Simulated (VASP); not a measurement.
# Li16C (a cell with a defect) in VASP: single point with PBE+D3(BJ)

Aim: the single point of Li16C (a cell with a defect) with PBE+D3(BJ).

All numbers are computed with VASP 6.6.1; they aren't measurements. Logs are shortened: lines on timing, memory, paths and dates and some standing lists are left out, and cuts for length are marked.

## (1) The cell of the first run

The cell holds a defect, 17 atoms: a = 6.980 Å, b = 6.980 Å, c = 6.980 Å, α = 90.00°, β = 90.00°, γ = 90.00°.

## (2) Single point, PBE+D3(BJ)

INCAR

```
PREC     = Accurate       # precision mode
ENCUT    = 520            # plane-wave cutoff, eV
EDIFF    = 1E-6           # SCF threshold, eV
ISMEAR   = -1             # smearing method
SIGMA    = 0.05           # smearing width, eV
LREAL    = Auto         
LASPH    = True           # aspherical terms in the spheres
NELM     = 80             # most SCF steps
ALGO     = Normal         # electronic algorithm
ISIF     = 2              # what is computed and relaxed
LWAVE    = False          # write WAVECAR
LCHARG   = False          # write CHGCAR
GGA      = PE             # functional
IVDW     = 12             # dispersion correction
NBANDS   = 40             # bands
```

KPOINTS

```
regular mesh
0
Gamma
  2 2 2
```

POSCAR

```
Li16C
1.0
    6.9800000000      0.0000000000      0.0000000000
    0.0000000000      6.9800000000      0.0000000000
    0.0000000000      0.0000000000      6.9800000000
Li C
16 1
Direct
    0.0001294926      0.0322522977      0.0325097842
    0.5006621595     -0.0242602833      0.0345495522
    0.0005675135      0.3996494335     -0.0550069184
    0.0001545184      0.0323234013      0.4677429092
    0.2848548482      0.2738655442      0.2500750179
    0.5005695196      0.5429285654     -0.0361398097
    0.5006772888     -0.0243686197      0.4655281069
    0.7158337663      0.2747339822      0.2500907744
    0.0005600549      0.3997611796      0.5551651386
    0.2142037187      0.7069459424      0.2500686508
    0.2835039442      0.2180628562      0.7499972793
    0.5005706903      0.5429036883      0.5362427277
    0.7866476107      0.7071757493      0.2500706718
    0.7186382513      0.2174317231      0.7500226566
    0.1953606172      0.8505050670      0.7500745599
    0.8058453872      0.8497336554      0.7500655658
    0.0011057185      0.1250625175      0.7501316327
```

Potentials or basis: VASP PAW PBE potentials, release 64 (Li_sv, C).

Started as:

```console
cat potpaw_PBE.64/Li_sv/POTCAR potpaw_PBE.64/C/POTCAR > POTCAR
mpirun -np 1 vasp_std > vasp.out
```

OUTCAR:

```text
PREC = Accurate
   ENCUT = 520
   EDIFF = 1E-6
   ISMEAR = -1
   LREAL = Auto
   LASPH = True
   NELM = 80
   ISIF = 2
   GGA = PE
   IVDW = 12
 IVDW          = 12

 ion  position               nearest neighbor table
   1  0.000  0.032  0.033-  17 2.07
   2  0.501  0.976  0.035-
   3  0.001  0.400  0.945-
   4  0.000  0.032  0.468-  17 2.07
   5  0.285  0.274  0.250-
   6  0.501  0.543  0.964-
   7  0.501  0.976  0.466-
   8  0.716  0.275  0.250-
   9  0.001  0.400  0.555-
  10  0.214  0.707  0.250-
  11  0.284  0.218  0.750-  17 2.08
  12  0.501  0.543  0.536-
  13  0.787  0.707  0.250-
  14  0.719  0.217  0.750-  17 2.07
  15  0.195  0.851  0.750-
  16  0.806  0.850  0.750-
  17  0.001  0.125  0.750-  14 2.07   4 2.07   1 2.07  11 2.08

  LATTYP: Found a simple cubic cell.
 ALAT       =     6.9800000000

  Lattice vectors:

 A1 = (   6.9800000000,   0.0000000000,   0.0000000000)
 A2 = (   0.0000000000,   6.9800000000,   0.0000000000)
 A3 = (   0.0000000000,   0.0000000000,   6.9800000000)

Analysis of symmetry for initial positions (statically):
=====================================================================
 Subroutine PRICEL returns:
 Original cell was already a primitive cell.

 Routine SETGRP: Setting up the symmetry group for a
 simple cubic supercell.

 Subroutine GETGRP returns: Found  1 space group operations
 (whereof  1 operations were pure point group operations)
 out of a pool of 48 trial point group operations.

The static configuration has the point symmetry C_1 .

Analysis of symmetry for dynamics (positions and initial velocities):
=====================================================================
 Subroutine PRICEL returns:
 Original cell was already a primitive cell.

 Routine SETGRP: Setting up the symmetry group for a
 simple cubic supercell.

 Subroutine GETGRP returns: Found  1 space group operations
 (whereof  1 operations were pure point group operations)
 out of a pool of 48 trial point group operations.

The dynamic configuration has the point symmetry C_1 .

 Subroutine INISYM returns: Found  1 space group operations
 (whereof  1 operations are pure point group operations),
 and found     1 'primitive' translations

----------------------------------------------------------------------------------------

                                     Primitive cell

  volume of cell :     340.0684

  direct lattice vectors                    reciprocal lattice vectors
     6.980000000  0.000000000  0.000000000     0.143266476  0.000000000  0.000000000
     0.000000000  6.980000000  0.000000000     0.000000000  0.143266476  0.000000000
     0.000000000  0.000000000  6.980000000     0.000000000  0.000000000  0.143266476

  length of vectors
     6.980000000  6.980000000  6.980000000     0.143266476  0.143266476  0.143266476

  position of ions in fractional coordinates (direct lattice)
     0.000129493  0.032252298  0.032509784
     0.500662160  0.975739717  0.034549552
     0.000567514  0.399649434  0.944993082
     0.000154518  0.032323401  0.467742909
     0.284854848  0.273865544  0.250075018
     0.500569520  0.542928565  0.963860190
[... 9 lines left out ...]
     0.805845387  0.849733655  0.750065566
     0.001105718  0.125062517  0.750131633

  ion indices of the primitive-cell ions
   primitive index   ion index
                 1           1
                 2           2
                 3           3
                 4           4
                 5           5
                 6           6
[... 9 lines left out ...]
                16          16
                17          17

----------------------------------------------------------------------------------------

 KPOINTS: regular mesh

Automatic generation of k-mesh.
 Grid dimensions read from file:
 generate k-points for:    2    2    2

 Generating k-lattice:

  Cartesian coordinates                     Fractional coordinates (reciprocal lattice)
     0.071633238  0.000000000  0.000000000     0.500000000  0.000000000  0.000000000
     0.000000000  0.071633238  0.000000000     0.000000000  0.500000000  0.000000000
     0.000000000  0.000000000  0.071633238     0.000000000  0.000000000  0.500000000

  Length of vectors
     0.071633238  0.071633238  0.071633238

  Shift w.r.t. Gamma in fractional coordinates (k-lattice)
     0.000000000  0.000000000  0.000000000

 Subroutine IBZKPT returns following result:
 ===========================================

 Found      8 irreducible k-points:

 Following reciprocal coordinates:
            Coordinates               Weight
  0.000000  0.000000  0.000000      1.000000
  0.500000  0.000000  0.000000      1.000000
  0.000000  0.500000  0.000000      1.000000
  0.000000  0.000000  0.500000      1.000000
  0.500000  0.500000  0.000000      1.000000
  0.000000  0.500000  0.500000      1.000000
  0.500000  0.000000  0.500000      1.000000
  0.500000  0.500000  0.500000      1.000000
   k-points           NKPTS =      8   k-points in BZ     NKDIM =      8   number of bands    NBANDS=     40
   number of dos      NEDOS =    301   number of ions     NIONS =     17
   total plane-waves  NPLWV = 157464
   dimension x,y,z NGX =    54 NGY =   54 NGZ =   54
   dimension x,y,z NGXF=   108 NGYF=  108 NGZF=  108
   ions per type =              16   1
   NGX,Y,Z   is equivalent  to a cutoff of  12.86, 12.86, 12.86 a.u.
   NGXF,Y,Z  is equivalent  to a cutoff of  25.72, 25.72, 25.72 a.u.
 SYSTEM =  unknown system
   PREC   = accura    normal or accurate (medium, high low for compatibility)
   ISTART =      0    job   : 0-new  1-cont  2-samecut
   ICHARG =      2    charge: 1-file 2-atom 10-const
   ISPIN  =      1    spin polarized calculation?
   LNONCOLLINEAR =      F non collinear calculations
   LSORBIT =      F    spin-orbit coupling
   LASPH  =      T    aspherical Exc in radial PAW
   ENCUT  =  520.0 eV  38.22 Ry    6.18 a.u.  12.98 12.98 12.98*2*pi/ulx,y,z
   NELM   =     80;   NELMIN=  2; NELMDL= -5     # of ELM steps
   EDIFF  = 0.1E-05   stopping-criterion for ELM
   LREAL  =      T    real-space projection
   EDIFFG = 0.1E-04   stopping-criterion for IOM
   NSW    =      0    number of steps for IOM
[... 5 lines left out ...]
   TEBEG  =    0.0;   TEEND  =   0.0 temperature during run
   PSTRESS=    0.0 pullay stress
   NELECT =      52.0000    total number of electrons
   NUPDOWN=      -1.0000    fix difference up-down
   EMIN   =  10.00;   EMAX   =-10.00  energy-range for DOS
   EFERMI =   0.00;   METHOD = LEGACY
   ISMEAR =    -1;   SIGMA  =   0.05  broadening in eV -4-tet -1-fermi 0-gaus
   EFERMI_NEDOS =   21; number of points for ismear=-14 and -15
   IALGO  =     38    algorithm
   IMIX   =      4    mixing-type and parameters
     AMIX     =   0.40;   BMIX     =  1.00
     AMIX_MAG =   1.60;   BMIX_MAG =  1.00
  volume/ion in A,a.u.               =      20.00       134.99
  Fermi-wavevector in a.u.,A,eV,Ry     =   0.875428  1.654319 10.427158  0.766374
  Thomas-Fermi vector in A             =   1.995098
   LORBIT       =      0    0 simple, 1 ext, 2 COOP (PROOUT), +10 PAW based schemes
   GGA     = PE    functional components
   LHFCALC =     F    Hartree Fock is set to
   AEXX    =    0.0000 exact exchange contribution
   IVDW    =    12    specifies the selected vdW correction
   LEPSILON=     F    determine dielectric tensor
   LRPA    =     F    only Hartree local field effects (RPA)
 non-spin polarized calculation
  energy-cutoff  :      520.00
  volume of cell :      340.07
 maximum number of plane-waves:      9124
 NGX is ok and might be reduce to    54
   NGX = 25   NGY = 25   NGZ = 25

 number of electron      51.9999983 magnetization

 Free energy of the ion-electron system (eV)
  ---------------------------------------------------
  ext. energy  EPLUGINS =         0.00000000
  ---------------------------------------------------
  free energy    TOTEN  =       -37.68490007 eV

  energy without entropy =      -37.58831586  energy(sigma->0) =      -37.63660796

 E-fermi :   0.5000     XC(G=0):  -7.0291

 val. band max:        0.4596931426   @ k =   0.5000   0.5000   0.0000
 cond. band min:       0.5051072645   @ k =   0.0000   0.0000   0.0000
 fundamental gap:      0.0454141219
 Fermi energy:         0.4999665393

 k-point     1 :       0.0000    0.0000    0.0000
  band No.  band energies     occupation
      1     -46.2038      2.00000
      2     -46.1978      2.00000
      3     -46.1964      2.00000
      4     -46.1960      2.00000
      5     -46.1538      2.00000
      6     -46.1470      2.00000
[... 30 lines left out ...]
     37       3.8383      0.00000
     38       3.9408      0.00000

 k-point     2 :       0.5000    0.0000    0.0000
  band No.  band energies     occupation
      1     -46.2025      2.00000
      2     -46.2004      2.00000
      3     -46.1964      2.00000
      4     -46.1947      2.00000
      5     -46.1538      2.00000
      6     -46.1470      2.00000
[... 30 lines left out ...]
     37       3.6343      0.00000
     38       4.1226      0.00000

 k-point     3 :       0.0000    0.5000    0.0000
  band No.  band energies     occupation
      1     -46.2038      2.00000
      2     -46.1978      2.00000
      3     -46.1964      2.00000
      4     -46.1960      2.00000
      5     -46.1542      2.00000
      6     -46.1469      2.00000
[... 30 lines left out ...]
     37       4.1818      0.00000
[... 125 lines left out ...]
 k-point     7 :       0.5000    0.0000    0.5000
  band No.  band energies     occupation
      1     -46.2010      2.00000
      2     -46.2003      2.00000
      3     -46.1993      2.00000
      4     -46.1934      2.00000
      5     -46.1537      2.00000
      6     -46.1470      2.00000
[... 30 lines left out ...]
     37       4.0737      0.00000
     38       4.4871      0.00000

 k-point     8 :       0.5000    0.5000    0.5000
  band No.  band energies     occupation
      1     -46.2009      2.00000
      2     -46.2003      2.00000
      3     -46.1993      2.00000
      4     -46.1934      2.00000
      5     -46.1540      2.00000
      6     -46.1469      2.00000
[... 30 lines left out ...]
     37       3.3546      0.00000
     38       3.6500      0.00000
 [bands above 38 left out]

------------------------ aborting loop because EDIFF is reached ----------------------------------------

 Edisp (eV)   -2.74221

 E8    (eV) :    -1.1342

  FORCE on cell =-STRESS in cart. coord.  units (eV):
  Direction    XX          YY          ZZ          XY          YZ          ZX
  --------------------------------------------------------------------------------------
  -------------------------------------------------------------------------------------
  Total      -4.41922    -6.48829    -4.40925     0.00234    -0.00039     0.00002
  in kB     -20.82043   -30.56854   -20.77346     0.01100    -0.00184     0.00011
  external pressure =      -24.05 kB  Pullay stress =        0.00 kB

 VOLUME and BASIS-vectors are now :
 -----------------------------------------------------------------------------
  energy-cutoff  :      520.00
  volume of cell :      340.07
      direct lattice vectors                 reciprocal lattice vectors
     6.980000000  0.000000000  0.000000000     0.143266476  0.000000000  0.000000000
     0.000000000  6.980000000  0.000000000     0.000000000  0.143266476  0.000000000
     0.000000000  0.000000000  6.980000000     0.000000000  0.000000000  0.143266476

 POSITION                                       TOTAL-FORCE (eV/Angst)
 -----------------------------------------------------------------------------------
      0.00090      0.22512      0.22692         0.004091     -0.022098     -0.005969
      3.49462      6.81066      0.24116        -0.000794     -0.001092      0.001327
      0.00396      2.78955      6.59605         0.001870      0.019835     -0.024954
      0.00108      0.22562      3.26485         0.004131     -0.022107      0.006985
      1.98829      1.91158      1.74552         0.000144      0.006949      0.000147
      3.49398      3.78964      6.72774         0.000238     -0.000187      0.001232
[... 9 lines left out ...]
      5.62480      5.93114      5.23546         0.023848     -0.011434     -0.000479
      0.00772      0.87294      5.23592        -0.004897     -0.001929      0.000177
 -----------------------------------------------------------------------------------
    total drift:                                0.002546      0.006266      0.005788

  FREE ENERGIE OF THE ION-ELECTRON SYSTEM (eV)
  ---------------------------------------------------
  free  energy   TOTEN  =       -40.4271147875 eV

  energy  without entropy=      -40.3305305730  energy(sigma->0) =      -40.37882268
```

Wall time 94 s (1 thread of Intel Xeon 6975P-C (Granite Rapids), shared host); peak memory 0.38 GiB.

What came out:

* Free energy: -40.4271 eV
* Largest force: 0.032 eV/Å
* Band gap on the k mesh: zero (bands 26 and 27 overlap by 0.14 eV)
* Dispersion energy per atom: -0.161 eV

Forces on the atoms (eV/Å):
```
Li   0.004 -0.022 -0.006
Li  -0.001 -0.001  0.001
Li   0.002  0.020 -0.025
Li   0.004 -0.022  0.007
Li   0.000  0.007  0.000
Li   0.000  0.000  0.001
Li  -0.001 -0.001 -0.002
Li  -0.002  0.002  0.000
Li   0.002  0.018  0.025
Li   0.003 -0.008  0.000
Li  -0.017  0.019  0.000
Li   0.000  0.000 -0.001
Li  -0.001 -0.008  0.000
Li   0.008  0.024  0.000
Li  -0.020 -0.015  0.000
Li   0.024 -0.011  0.000
C   -0.005 -0.002  0.000
```

Caveat: the k points lie up to 0.45 Å⁻¹ apart; the cutoff is under 1.25 times the usual one of these potentials, so pressure, stress and relaxed cells hold a basis-set (Pulay) error.

The gap in the log of VASP goes by the Fermi energy; the results here count the filled bands.